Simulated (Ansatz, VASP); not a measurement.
## Al2Au in VASP and in Ansatz

```
Al Au
1.0
     0.00000    2.96853    2.96853
     2.96853    0.00000    2.96853
     2.96853    2.96853    0.00000
Al Au
2 1
Cartesian
  1.4843 1.4843 1.4843
  4.4528 4.4528 4.4528
  0.0000 0.0000 0.0000
```

Alike in both runs: task single point; functional PBE; k mesh 12 × 12 × 12; occupations gaussian, width 0.1 eV; no spin polarisation.

|  | VASP | Ansatz |
| --- | --- | --- |
| version | VASP 6.6.1 | Ansatz 0.2.0 |
| potentials or method | VASP PAW PBE potentials, release 64 (Al, Au), cutoff 520 eV | scalar-relativistic, plane waves, PAW |
| valence electrons in the cell | 17 | 25 |

Ansatz gave:

* gap on the k mesh at the Fermi level (eV): none
* pressure (GPa): 7.5

Task: What did VASP give for the same quantities?

Result: gap on the k mesh at the Fermi level (eV): none; pressure (GPa): 7.2.

A gap of «none» marks a metal or a gap that the smearing closes. VASP's potentials hold 17 valence electrons a cell and Ansatz's 25, so a difference there can come from the potentials and not from the codes.

Spin-orbit coupling is off throughout.
